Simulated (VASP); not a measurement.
Here is a VASP 6.6.1 calculation.

The input INCAR:

```
SYSTEM = BaTiO3
  PREC = Accurate
  ENCUT = 520
  EDIFF = 1E-7
  ISMEAR = -1
  SIGMA = 0.05
  LREAL = .False.
  LASPH = .True.
  NELM = 150
  ALGO = Normal
  ISIF = 2
  LWAVE = .False.
  LCHARG = .False.
  LMAXMIX = 4
  LDAU = .True.
  LDAUTYPE = 2
  LDAUL = -1 2 -1
  LDAUU = 0 5 0
  LDAUJ = 0 0 0
  LDAUPRINT = 1
  GGA = PE
  NBANDS = 28
```

File KPOINTS:

```
Automatic mesh
0
Gamma
  7 7 7
  0 0 0
```

File POSCAR:

```
BaTiO3
1.0
    2.8592777927      1.6508048033      2.3423304587
   -2.8592777927      1.6508048033      2.3423304587
    0.0000000000     -3.3016096066      2.3423304587
Ba Ti O
1 1 3
Direct
   -0.0020533500     -0.0020533500     -0.0020533500
    0.4894223626      0.4894223626      0.4894223626
    0.5084147134      0.0150015605      0.5084147134
    0.0150015605      0.5084147134      0.5084147134
    0.5084147134      0.5084147134      0.0150015605
```

Potentials or basis: VASP PAW PBE potentials, release 64 (Ba_sv, Ti_sv, O).

The run is started by

```bash
$ cat potpaw_PBE.64/Ba_sv/POTCAR potpaw_PBE.64/Ti_sv/POTCAR potpaw_PBE.64/O/POTCAR > POTCAR
$ mpirun -np 1 vasp_std > vasp.out
```

Question: Predict the largest force.

Answer: 0.631 eV/Å.

Question: What does it give for the pressure?

Answer: 3.8 GPa.

Question: What does it give for the band gap on the k mesh?

Answer: 2.67 eV (least direct gap 2.98 eV).

Stress tensor (GPa, compression positive):
```
3.98 0.00 0.00
0.00 3.98 0.00
0.00 0.00 3.57
```

Caveat: the cell stands under pressure; spin-orbit coupling is left out, which moves the levels of the heavy elements. A k mesh can miss the band edges.
